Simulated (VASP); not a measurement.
NaCl: single point with PBE

NaCl:

```xyz
2
Lattice="0.1447 3.1288 3.1288 3.1288 0.1447 3.1288 3.1288 3.1288 0.1447" Properties=species:S:1:pos:R:3 pbc="T T T"
Na    0.0328    0.0328    0.0328
Cl    1.5677    1.5677    1.5677
```

This cell differs from its parent crystal: epitaxial 111 strain -3.3%.

- Program: VASP 6.6.1
- Task: single point
- Functional: PBE
- Potentials or basis: VASP PAW PBE potentials, release 64 (Na_pv, Cl)
- Cutoff: 520 eV
- k mesh: 8 × 8 × 8
- Occupations: fermi-dirac, width 0.02 eV
- Spin: no spin polarisation

```yaml
Pressure: 1.3 GPa
Largest_force: 0.005 eV/Å
Band_gap_on_the_k_mesh: 4.91 eV, direct
```

Forces in eV/Å, atoms in the order of the input:
```
Na   0.003  0.003  0.003
Cl  -0.003 -0.003 -0.003
```

Stress tensor (GPa, compression positive):
```
 1.27 -0.28 -0.28
-0.28  1.27 -0.28
-0.28 -0.28  1.27
```

Levels at points of the mesh, in eV from the valence-band top:
```tsv
k point	band 4	band 5	band 6	band 7	band 8	band 9	band 10	band 11
(0.00, 0.00, 0.00)	-12.23	-0.20	0.00	0.00	4.91	10.73	11.52	11.52
(0.50, 0.00, 0.00)	-12.06	-1.17	-0.25	-0.14	7.58	9.05	10.31	10.83
(0.50, 0.50, 0.00)	-12.01	-1.09	-0.47	-0.30	6.96	9.06	10.74	13.12
(0.50, 0.50, 0.50)	-12.09	-1.23	-0.06	-0.06	7.61	8.67	10.97	10.97
```

It took 34 s on 1 thread of Intel(R) Xeon(R) Platinum 8488C (Sapphire Rapids), on a shared host, peak memory 0.21 GiB.

Caveat: the cell differs from its parent crystal (epitaxial 111 strain -3.3%). A k mesh can miss the band edges.
